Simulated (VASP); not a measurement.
ZnCd3O4: single point with PBE

Crystal: ZnCd3O4.

```
CELL_PARAMETERS angstrom
4.99873 0.00000 0.00000
0.00000 4.99873 0.00000
0.00000 0.00000 4.99873
ATOMIC_POSITIONS crystal
Zn 0.00000 0.00000 0.00000
Cd 0.00000 0.50000 0.50000
Cd 0.50000 0.00000 0.50000
Cd 0.50000 0.50000 0.00000
O 0.76782 0.76782 0.23218
O 0.76782 0.23218 0.76782
O 0.23218 0.76782 0.76782
O 0.23218 0.23218 0.23218
```

* Program: VASP 6.6.1
* Task: single point
* Functional: PBE
* Potentials or basis: VASP PAW PBE potentials, release 64 (Zn, Cd_sv_GW, O)
* Cutoff: 700 eV
* k mesh: 8 × 8 × 8
* Occupations: gaussian, width 0.1 eV
* Spin: no spin polarisation
* Dipole correction: no
* Further INCAR settings: ALGO = Normal; EDIFF = 1e-06; NBANDS = 58

| Item | Value |
| --- | --- |
| Pressure | 0.1 GPa |
| Largest force | 0.050 eV/Å |
| Band gap on the k mesh | zero (filled and empty bands touch) |

Forces on the atoms (eV/Å):
```
Zn   0.000  0.000  0.000
Cd   0.000  0.000  0.000
Cd   0.000  0.000  0.000
Cd   0.000  0.000  0.000
O   -0.029 -0.029  0.029
O   -0.029  0.029 -0.029
O    0.029 -0.029 -0.029
O    0.029  0.029  0.029
```

Levels at points of the mesh, in eV from the Fermi level:
```
           k point  band 45  band 46  band 47  band 48  band 49  band 50  band 51  band 52
(0.00, 0.00, 0.00)    -1.81    -0.25    -0.10    -0.10    -0.10     4.88     4.88     4.88
(0.50, 0.00, 0.00)    -1.00    -1.00    -0.74    -0.74     2.58     2.80     6.52     6.52
(0.50, 0.50, 0.00)    -0.85    -0.78    -0.78    -0.48     3.76     4.35     4.35     5.29
(0.50, 0.50, 0.50)    -0.79    -0.79    -0.52    -0.52     3.91     4.22     4.22     4.22
```

Run time: 9.5 min on 1 thread of Intel(R) Xeon(R) Platinum 8259CL CPU @ 2.50GHz (Skylake/Cascade Lake), with other jobs on the host, peak memory 0.56 GiB.

Caveat: semilocal functionals underestimate gaps, and a narrow one can read as zero.
